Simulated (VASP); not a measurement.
Input of a VASP 6.6.1 run:

File INCAR:

```
ALGO = Normal ; EDIFF = 1E-6
ENCUT = 520 ; GGA = PS
ISIF = 2 ; ISMEAR = 0
ISPIN = 2 ; LASPH = T
LCHARG = F ; LMAXMIX = 4
LORBIT = 11 ; LREAL = F
LWAVE = F ; MAGMOM = 0 0.75
NBANDS = 16 ; NELM = 150
PREC = Accurate ; SIGMA = 0.15
```

File KPOINTS:

```
k-points
0
Gamma
  18 18 18
```

The input POSCAR:

```
AlFe
1.0
    2.7686190544      0.0000000000      0.0000000000
    0.0000000000      2.7686190544      0.0000000000
    0.0000000000      0.0000000000      2.5235962681
Al Fe
1 1
Direct
    0.0000000000      0.0000000000      0.0000000000
    0.5000000000      0.5000000000      0.5000000000
```

Potentials or basis: VASP PAW PBE potentials, release 64 (Al, Fe).

The run is started by

```bash
$ cat potpaw_PBE.64/Al/POTCAR potpaw_PBE.64/Fe/POTCAR > POTCAR
$ mpirun -np 1 vasp_std > vasp.out
```

What does it give for the site moments?

Al -0.01; Fe +0.59 μB.

Estimate the net moment.

0.57 μB per cell.

Stress tensor (GPa, compression positive):
```
42.13  0.00  0.00
 0.00 42.13  0.00
 0.00  0.00 65.50
```

Caveat: the cell stands under pressure; the PAW data sets were made with another functional, which shifts forces and pressure a little.
